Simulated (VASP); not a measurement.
Wanted: the native input for a VASP 6.6.1 run.

```
Task                   : single point
Functional             : PBEsol
Potentials or basis    : VASP PAW PBE potentials, release 64 (Cl, Cs_sv, Pb_d)
Cutoff                 : 520 eV
k mesh                 : 5 × 5 × 5
Occupations            : methfessel-paxton, width 0.1451 eV
Spin                   : no spin polarisation
Dipole correction      : no
Further INCAR settings : ALGO = Normal; EDIFF = 1e-07; NBANDS = 30
```

The structure of CsPbCl3 lies in POSCAR:

```
CsPbCl3
1.0
    5.6283150000      0.0000000000      0.0000000000
    0.0000000000      5.6283150000      0.0000000000
    0.0000000000      0.0000000000      5.6283150000
Cl Cs Pb
3 1 1
Direct
    0.0000000000      0.5000000000      0.5000000000
    0.5000000000      0.0000000000      0.5000000000
    0.5000000000      0.5000000000      0.0000000000
    0.0000000000      0.0000000000      0.0000000000
    0.5000000000      0.5000000000      0.5000000000
```

The input as run:

INCAR

```
SYSTEM = CsPbCl3
PREC     = Accurate       ! precision mode
ENCUT    = 520            ! plane-wave cutoff, eV
EDIFF    = 1E-7           ! SCF threshold, eV
ISMEAR   = 1              ! smearing method
SIGMA    = 0.1451         ! smearing width, eV
LREAL    = .False.        ! projectors in reciprocal space
LASPH    = .True.         ! aspherical terms in the spheres
NELM     = 80             ! most SCF steps
ALGO     = Normal         ! electronic algorithm
ISIF     = 2              ! what is computed and relaxed
LWAVE    = .False.        ! write WAVECAR
LCHARG   = .False.        ! write CHGCAR
GGA      = PS             ! functional
NBANDS   = 30             ! bands
```

KPOINTS

```
regular mesh
0
Gamma
  5 5 5
  0 0 0
```

Potentials or basis: VASP PAW PBE potentials, release 64 (Cl, Cs_sv, Pb_d).

Run with:

```bash
$ cat potpaw_PBE.64/Cl/POTCAR potpaw_PBE.64/Cs_sv/POTCAR potpaw_PBE.64/Pb_d/POTCAR > POTCAR
$ mpirun -np 1 vasp_std > vasp.out
```

Results of the run:

* Pressure: -0.2 GPa
* Band gap on the k mesh: 2.89 eV

Caveat: the PAW data sets were made with another functional, which shifts forces and pressure a little; spin-orbit coupling is left out, which moves the levels of the heavy elements; an odd mesh through Γ misses points on the zone boundary, where band edges can lie.

It took 30 s on 1 thread of Intel(R) Xeon(R) 6975P-C (Granite Rapids) (shared host), peak memory 0.27 GiB.
